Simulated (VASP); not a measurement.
Input of a VASP 6.6.1 run:

File INCAR:

```
SYSTEM = CoH3
PREC = Accurate ; ENCUT = 600
EDIFF = 1E-6 ; ISMEAR = 0
SIGMA = 0.1 ; LREAL = .FALSE.
LASPH = .TRUE. ; NELM = 120
ALGO = Normal ; ISIF = 2
LWAVE = .FALSE. ; LCHARG = .FALSE.
GGA = PE ; NBANDS = 14
GGA_COMPAT = .FALSE.
```

The input KPOINTS:

```
regular mesh
0
G
  6 6 6
  0 0 0
```

POSCAR

```
CoH3
1.0
    2.6113350000      0.0000000000      0.0000000000
    0.0000000000      2.6113350000      0.0000000000
    0.0000000000      0.0000000000      2.6113350000
Co H
1 3
Direct
    0.0000000000      0.0000000000      0.0000000000
    0.0000000000      0.5000000000      0.5000000000
    0.5000000000      0.0000000000      0.5000000000
    0.5000000000      0.5000000000      0.0000000000
```

Potentials or basis: VASP PAW PBE potentials, release 64 (Co, H).

Command:

```console
$ cat potpaw_PBE.64/Co/POTCAR potpaw_PBE.64/H/POTCAR > POTCAR
$ mpirun -np 1 vasp_std > vasp.out
```

**Question.** Predict the pressure.

**Answer.** -0.2 GPa.

**Question.** Predict the band gap on the k mesh.

**Answer.** Zero (band 6 reaches 12.48 eV, above the bottom of band 7 at 8.00 eV).

Caveat: the k points lie up to 0.40 Å⁻¹ apart. Spin polarisation is off, so any magnetic state and its effect on volume and gap are missing.
